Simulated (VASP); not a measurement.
# KI (I4/mmm) in VASP: a series of runs

KI is run at these levels: PBEsol; tasks: electric field gradients.

All numbers are computed with VASP 6.6.1; they aren't measurements. Logs are shortened: lines on timing, memory, paths and dates and some standing lists are left out, and cuts for length are marked.

### 1 The cell of the first run

The structure is tetragonal, space group I4/mmm (No. 139). Conventional cell: a = 4.885 Å, b = 4.885 Å, c = 7.049 Å, α = 90.00°, β = 90.00°, γ = 90.00°. K (site symmetry 4/mmm) has 6 I at 3.45 to 3.52 Å within 4.5 Å. Within 4.5 Å of I (site symmetry 4/mmm) lie 6 K at 3.45 to 3.52 Å.

### 2 Electric field gradients, PBEsol (equal xx and yy strain of -2 %)

File INCAR:

```
SYSTEM = KI
  PREC = Accurate
  ENCUT = 400
  EDIFF = 1E-8
  ISMEAR = -1
  SIGMA = 0.01
  LREAL = .False.
  LASPH = .True.
  NELM = 120
  ALGO = Normal
  ISIF = 2
  LWAVE = .False.
  LCHARG = .False.
  GGA = PS
  LEFG = .True.
  NBANDS = 15
  GGA_COMPAT = .False.
```

File KPOINTS:

```
Automatic mesh
0
Gamma
  8 8 8
  0 0 0
```

File POSCAR:

```
KI
1.0
    0.0000000000      3.4540590000      3.5245500000
    3.4540590000      0.0000000000      3.5245500000
    3.4540590000      3.4540590000      0.0000000000
K I
1 1
Direct
    0.0000000000      0.0000000000      0.0000000000
    0.5000000000      0.5000000000      0.5000000000
```

Potentials or basis: VASP PAW PBE potentials, release 64 (K_sv, I).

Run with:

```bash
$ cat potpaw_PBE.64/K_sv/POTCAR potpaw_PBE.64/I/POTCAR > POTCAR
$ mpirun -np 1 vasp_std > vasp.out
```

OUTCAR:

```text
SYSTEM = KI
   PREC = Accurate
   ENCUT = 400
   EDIFF = 1E-8
   ISMEAR = -1
   LREAL = .False.
   LASPH = .True.
   NELM = 120
   ISIF = 2
   GGA = PS

 ion  position               nearest neighbor table
   1  0.000  0.000  0.000-   2 3.45   2 3.45   2 3.45   2 3.45   2 3.52   2 3.52
   2  0.500  0.500  0.500-   1 3.45   1 3.45   1 3.45   1 3.45   1 3.52   1 3.52

  LATTYP: Found a body centered tetragonal cell.
 ALAT       =     4.8847770830
 C/A-ratio  =     1.4430750636

  Lattice vectors:

 A1 = (  -3.4540590000,   0.0000000000,   3.5245500000)
 A2 = (   3.4540590000,   0.0000000000,   3.5245500000)
 A3 = (   0.0000000000,   3.4540590000,  -3.5245500000)

Analysis of symmetry for initial positions (statically):
=====================================================================
 Subroutine PRICEL returns:
 Original cell was already a primitive cell.

 Routine SETGRP: Setting up the symmetry group for a
 body centered tetragonal supercell.

 Subroutine GETGRP returns: Found 16 space group operations
 (whereof 16 operations were pure point group operations)
 out of a pool of 16 trial point group operations.

The static configuration has the point symmetry D_4h.

Analysis of symmetry for dynamics (positions and initial velocities):
=====================================================================
 Subroutine PRICEL returns:
 Original cell was already a primitive cell.

 Routine SETGRP: Setting up the symmetry group for a
 body centered tetragonal supercell.

 Subroutine GETGRP returns: Found 16 space group operations
 (whereof 16 operations were pure point group operations)
 out of a pool of 16 trial point group operations.

The dynamic configuration has the point symmetry D_4h.

 Subroutine INISYM returns: Found 16 space group operations
 (whereof 16 operations are pure point group operations),
 and found     1 'primitive' translations

----------------------------------------------------------------------------------------

                                     Primitive cell

  volume of cell :      84.0995

  direct lattice vectors                    reciprocal lattice vectors
     0.000000000  3.454059000  3.524550000    -0.144757226  0.144757226  0.141862082
     3.454059000  0.000000000  3.524550000     0.144757226 -0.144757226  0.141862082
     3.454059000  3.454059000  0.000000000     0.144757226  0.144757226 -0.141862082

  length of vectors
     4.934873481  4.934873481  4.884777083     0.249066576  0.249066576  0.249066576

  position of ions in fractional coordinates (direct lattice)
     0.000000000  0.000000000  0.000000000
     0.500000000  0.500000000  0.500000000

  ion indices of the primitive-cell ions
   primitive index   ion index
                 1           1
                 2           2

----------------------------------------------------------------------------------------

 KPOINTS: Automatic mesh

Automatic generation of k-mesh.
 Grid dimensions read from file:
 generate k-points for:    8    8    8

 Generating k-lattice:

  Cartesian coordinates                     Fractional coordinates (reciprocal lattice)
    -0.018094653  0.018094653  0.017732760     0.125000000  0.000000000  0.000000000
     0.018094653 -0.018094653  0.017732760     0.000000000  0.125000000  0.000000000
     0.018094653  0.018094653 -0.017732760    -0.000000000 -0.000000000  0.125000000

  Length of vectors
     0.031133322  0.031133322  0.031133322

  Shift w.r.t. Gamma in fractional coordinates (k-lattice)
     0.000000000  0.000000000  0.000000000

 Subroutine IBZKPT returns following result:
 ===========================================

 Found     59 irreducible k-points:

 Following reciprocal coordinates:
            Coordinates               Weight
  0.000000  0.000000  0.000000      1.000000
  0.125000  0.000000  0.000000      8.000000
  0.250000  0.000000  0.000000      8.000000
  0.375000  0.000000  0.000000      8.000000
  0.500000  0.000000  0.000000      4.000000
  0.125000  0.125000  0.000000      2.000000
[... 16 lines left out ...]
  0.250000  0.000000  0.125000     16.000000
  0.375000  0.000000  0.125000     16.000000
 [... further k-points ...]
   k-points           NKPTS =     59   k-points in BZ     NKDIM =     59   number of bands    NBANDS=     15
   number of dos      NEDOS =    301   number of ions     NIONS =      2
   total plane-waves  NPLWV =  32768
   dimension x,y,z NGX =    32 NGY =   32 NGZ =   32
   dimension x,y,z NGXF=    64 NGYF=   64 NGZF=   64
   ions per type =               1   1
   NGX,Y,Z   is equivalent  to a cutoff of  10.78, 10.78, 10.89 a.u.
   NGXF,Y,Z  is equivalent  to a cutoff of  21.56, 21.56, 21.78 a.u.
 SYSTEM =  KI
   PREC   = accura    normal or accurate (medium, high low for compatibility)
   ISTART =      0    job   : 0-new  1-cont  2-samecut
   ICHARG =      2    charge: 1-file 2-atom 10-const
   ISPIN  =      1    spin polarized calculation?
   LNONCOLLINEAR =      F non collinear calculations
   LSORBIT =      F    spin-orbit coupling
   LASPH  =      T    aspherical Exc in radial PAW
   ENCUT  =  400.0 eV  29.40 Ry    5.42 a.u.   8.05  8.05  7.97*2*pi/ulx,y,z
   NELM   =    120;   NELMIN=  2; NELMDL= -5     # of ELM steps
   EDIFF  = 0.1E-07   stopping-criterion for ELM
   LREAL  =      F    real-space projection
   EDIFFG = 0.1E-06   stopping-criterion for IOM
   NSW    =      0    number of steps for IOM
   IBRION =     -1    ionic relax: 0-MD 1-quasi-New 2-CG
   NFREE  =      0    steps in history (QN), initial steepest desc. (CG)
   ISIF   =      2    stress and relaxation
   ISYM   =      2    0-nonsym 1-usesym 2-fastsym
   POTIM  = 0.5000    time-step for ionic-motion
   TEBEG  =    0.0;   TEEND  =   0.0 temperature during run
   PSTRESS=    0.0 pullay stress
   NELECT =      16.0000    total number of electrons
   NUPDOWN=      -1.0000    fix difference up-down
   EMIN   =  10.00;   EMAX   =-10.00  energy-range for DOS
   EFERMI =   0.00;   METHOD = LEGACY
   ISMEAR =    -1;   SIGMA  =   0.01  broadening in eV -4-tet -1-fermi 0-gaus
   EFERMI_NEDOS =   21; number of points for ismear=-14 and -15
   IALGO  =     38    algorithm
   IMIX   =      4    mixing-type and parameters
     AMIX     =   0.40;   BMIX     =  1.00
     AMIX_MAG =   1.60;   BMIX_MAG =  1.00
  volume/ion in A,a.u.               =      42.05       283.77
  Fermi-wavevector in a.u.,A,eV,Ry     =   0.941565  1.779300 12.062179  0.886545
  Thomas-Fermi vector in A             =   2.069089
   LORBIT       =      0    0 simple, 1 ext, 2 COOP (PROOUT), +10 PAW based schemes
   GGA     = PS    functional components
   LHFCALC =     F    Hartree Fock is set to
   AEXX    =    0.0000 exact exchange contribution
   IVDW    =     0    specifies the selected vdW correction
   LEPSILON=     F    determine dielectric tensor
   LRPA    =     F    only Hartree local field effects (RPA)
 non-spin polarized calculation
  energy-cutoff  :      400.00
  volume of cell :       84.10
 maximum number of plane-waves:      1556
   NGX = 17   NGY = 17   NGZ = 15

 number of electron      15.9999999 magnetization

 Free energy of the ion-electron system (eV)
  ---------------------------------------------------
  ext. energy  EPLUGINS =         0.00000000
  ---------------------------------------------------
  free energy    TOTEN  =        -5.81173575 eV

  energy without entropy =       -5.81173575  energy(sigma->0) =       -5.81173575

 E-fermi :  -0.0169     XC(G=0):  -7.5357

 val. band max:       -0.2538993017   @ k =   0.0000   0.0000   0.0000
 cond. band min:       3.6596559809   @ k =   0.0000   0.0000   0.0000
 fundamental gap:      3.9135552825
 Fermi energy:        -0.0168842015

 k-point     1 :       0.0000    0.0000    0.0000
  band No.  band energies     occupation
      1     -28.5030      2.00000
      2     -12.0633      2.00000
      3     -12.0633      2.00000
      4     -12.0605      2.00000
      5     -10.8702      2.00000
      6      -0.2626      2.00000
      7      -0.2539      2.00000
      8      -0.2539      2.00000
      9       3.6597      0.00000
     10       6.0573      0.00000
     11       6.1863      0.00000
     12       6.1863      0.00000
     13       6.8775      0.00000
     14       6.9585      0.00000
[... 401 lines left out ...]
      2     -12.2202      2.00000
      3     -12.0697      2.00000
      4     -12.0678      2.00000
      5     -10.5920      2.00000
      6      -1.4109      2.00000
      7      -0.6271      2.00000
      8      -0.5703      2.00000
      9       5.1774      0.00000
     10       6.2244      0.00000
     11       7.4225      0.00000
     12       7.5070      0.00000
     13       8.1530      0.00000
     14       8.1882      0.00000
     15       9.8870      0.00000

 [... further k-points ...]

------------------------ aborting loop because EDIFF is reached ----------------------------------------

  FORCE on cell =-STRESS in cart. coord.  units (eV):
  Direction    XX          YY          ZZ          XY          YZ          ZX
  --------------------------------------------------------------------------------------
  -------------------------------------------------------------------------------------
  Total        0.2853582      0.2853582     -0.0207624      0.0000000      0.0000000      0.0000000
  in kB        5.4363554      5.4363554     -0.3955435      0.0000000      0.0000000      0.0000000
  external PRESSURE =       3.4923891 kB  Pullay stress =       0.0000000 kB

 VOLUME and BASIS-vectors are now :
 -----------------------------------------------------------------------------
  energy-cutoff  :      400.00
  volume of cell :       84.10
      direct lattice vectors                 reciprocal lattice vectors
     0.000000000  3.454059000  3.524550000    -0.144757226  0.144757226  0.141862082
     3.454059000  0.000000000  3.524550000     0.144757226 -0.144757226  0.141862082
     3.454059000  3.454059000  0.000000000     0.144757226  0.144757226 -0.141862082

 POSITION                                       TOTAL-FORCE (eV/Angst)
 -----------------------------------------------------------------------------------
      0.00000      0.00000      0.00000        -0.000000      0.000000     -0.000000
      3.45406      3.45406      3.52455         0.000000     -0.000000      0.000000
 -----------------------------------------------------------------------------------
    total drift:                                0.000000     -0.000000     -0.000000

  FREE ENERGIE OF THE ION-ELECTRON SYSTEM (eV)
  ---------------------------------------------------
  free  energy   TOTEN  =        -5.8117357486 eV

  energy  without entropy=       -5.8117357486  energy(sigma->0) =       -5.81173575

 Electric field gradients (V/A^2)
---------------------------------------------------------------------
 ion       V_xx      V_yy      V_zz      V_xy      V_xz      V_yz
---------------------------------------------------------------------
   1      -1.450    -1.450     2.899     0.001     0.000     0.000
   2      -2.846    -2.846     5.692     0.001     0.000     0.000
---------------------------------------------------------------------

 Electric field gradients after diagonalization (V/A^2)
 (convention: |V_zz| > |V_xx| > |V_yy|)
----------------------------------------------------------------------
 ion       V_xx      V_yy      V_zz     asymmetry (V_yy - V_xx)/ V_zz
----------------------------------------------------------------------
   1      -1.450    -1.449     2.899       0.000
   2      -2.847    -2.846     5.692       0.000
----------------------------------------------------------------------

           NMR quadrupolar parameters

 Cq : quadrupolar parameter    Cq=e*Q*V_zz/h
 eta: asymmetry parameters     (V_yy - V_xx)/ V_zz
 Q  : nuclear electric quadrupole moment in mb (millibarn)
----------------------------------------------------------------------
 ion       Cq(MHz)       eta       Q (mb)
----------------------------------------------------------------------
   1       0.007       0.000       1.000
   2       0.014       0.000       1.000
----------------------------------------------------------------------
```

Wall time 36 s (1 thread of Intel Xeon 8259CL, shared host); peak memory 0.21 GiB.

Results:

* Free energy: -5.8117 eV
* Pressure: 0.3 GPa
* Band gap on the k mesh: 3.91 eV
* Largest electric field gradient by atom: K +2.9; I +5.7 V/Å²

Electric field gradients, principal values (V/Å²):
| atom | least | middle | greatest (by size) |
| --- | --- | --- | --- |
| 1 K | -1.449 | -1.450 | 2.899 |
| 2 I | -2.846 | -2.847 | 5.692 |

Caveat: the cell differs from its parent crystal (equal xx and yy strain of -2 %); without QUAD_EFG the Cq values of the log hold for a quadrupole moment of 1 mb, not for the nuclei; the PAW data sets were made with another functional, which shifts forces and pressure a little; spin-orbit coupling is left out, which moves the levels of the heavy elements. A k mesh can miss the band edges.

(Continued in part 2 of 4.)
